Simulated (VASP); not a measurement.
The system is Si.

```
Si
1.0
     0.00000    2.66629    2.66629
     2.66629    0.00000    2.66629
     2.66629    2.66629    0.00000
Si
2
Direct
  0.50000 0.50000 0.50000
  0.75000 0.75000 0.75000
```

Base run:

* Program: VASP 6.6.1
* Functional: RPBE
* Potentials or basis: VASP PAW PBE potentials, release 64 (Si)
* Cutoff: 520 eV
* k mesh: 8 × 8 × 8
* Occupations: fermi-dirac, width 0.05 eV
* Spin: no spin polarisation

Its results: band gap on the k mesh 0.57 eV, indirect (least direct gap 2.59 eV); pressure 9.5 GPa.

Problem. The run is repeated on the same cell with these changes: dispersion from none to D3(BJ). What comes out?

Solution. Band gap on the k mesh 0.57 eV, indirect (least direct gap 2.59 eV); pressure -2.2 GPa.

Dispersion adds attraction, which lowers the pressure at fixed volume and, as a term added to the energy, leaves the levels alone.

Caveats: the PAW data sets were made with another functional, which shifts forces and pressure a little.

A k mesh can miss the band edges.
